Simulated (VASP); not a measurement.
Here is a VASP 6.6.1 calculation.

The input INCAR:

```
SYSTEM = InSb
PREC = Accurate
ENCUT = 520
EDIFF = 1E-7
ISMEAR = 0
SIGMA = 0.1
LREAL = .False.
LASPH = .True.
NELM = 100
ALGO = Normal
ISIF = 2
LWAVE = .False.
LCHARG = .True.
GGA = PE
LELF = .True.
LVHAR = .True.
NBANDS = 26
```

Contents of KPOINTS:

```
regular mesh
0
Gamma
  12 12 8
  0 0 0
```

File POSCAR:

```
InSb
1.0
    3.2834446007      3.2834446007      0.0000000000
   -3.2834446007      3.2834446007      0.0000000000
    0.0000000000      0.0000000000      6.5668892014
In Sb
2 2
Direct
    0.0000000000      0.0000000000      0.0000000000
    0.5000000000      0.5000000000      0.5000000000
    0.5000000000      0.0000000000      0.7500000000
    0.0000000000      0.5000000000      0.2500000000
```

Potentials or basis: VASP PAW PBE potentials, release 64 (In_d, Sb).

The run is started by

```bash
$ cat potpaw_PBE.64/In_d/POTCAR potpaw_PBE.64/Sb/POTCAR > POTCAR
$ mpirun -np 1 vasp_std > vasp.out
```

Estimate the pressure.

1.2 GPa.

What does it give for the band gap on the k mesh?

Zero (filled and empty bands touch).

Caveat: the cell differs from its parent crystal (equal strain along all axes, cell held: -1.0 %); semilocal functionals underestimate gaps, and a narrow one can read as zero; spin-orbit coupling is left out, which moves the levels of the heavy elements.
